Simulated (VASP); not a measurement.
Wanted: the native input for a VASP 6.6.1 run.

- Task: single point
- Functional: PBEsol
- Dispersion: D4
- Potentials or basis: VASP PAW PBE potentials, release 64 (Zr_sv)
- Cutoff: 500 eV
- k mesh: 15 × 15 × 8
- Occupations: gaussian, width 0.1 eV
- Spin: no spin polarisation
- Dipole correction: no
- Further INCAR settings: ALGO = Normal; EDIFF = 1e-06; NBANDS = 19

The structure of Zr lies in POSCAR:

```
Zr
1.0
    3.1732991193      0.0000000000      0.0000000000
   -1.5866495597      2.7481576511      0.0000000000
    0.0000000000      0.0000000000      5.1073712892
Zr
2
Direct
    0.3333333333      0.6666666667      0.2500000000
    0.6666666667      0.3333333333      0.7500000000
```

One way to write it, as run:

INCAR

```
SYSTEM = Zr
  PREC = Accurate
  ENCUT = 500
  EDIFF = 1E-6
  ISMEAR = 0
  SIGMA = 0.1
  LREAL = .FALSE.
  LASPH = .TRUE.
  NELM = 120
  ALGO = Normal
  ISIF = 2
  LWAVE = .FALSE.
  LCHARG = .FALSE.
  GGA = PS
  IVDW = 13
  NBANDS = 19
  GGA_COMPAT = .FALSE.
```

KPOINTS

```
regular mesh
0
G
  15 15 8
  0 0 0
```

Potentials or basis: VASP PAW PBE potentials, release 64 (Zr_sv).

Launch:

```sh
$ cat potpaw_PBE.64/Zr_sv/POTCAR > POTCAR
$ mpirun -np 1 vasp_std > vasp.out
```

Results of the run:

- Pressure: 0.0 GPa
- Band gap on the k mesh: zero (band 12 reaches 10.36 eV, above the bottom of band 13 at 9.03 eV)
- Dispersion energy per atom: -0.125 eV

Caveat: the PAW data sets were made with another functional, which shifts forces and pressure a little; pairwise dispersion overbinds metals, which lowers pressure and volume.

Run time: 52 s on 1 thread of Intel Xeon 6975P-C, on a shared host, peak memory 0.22 GiB.
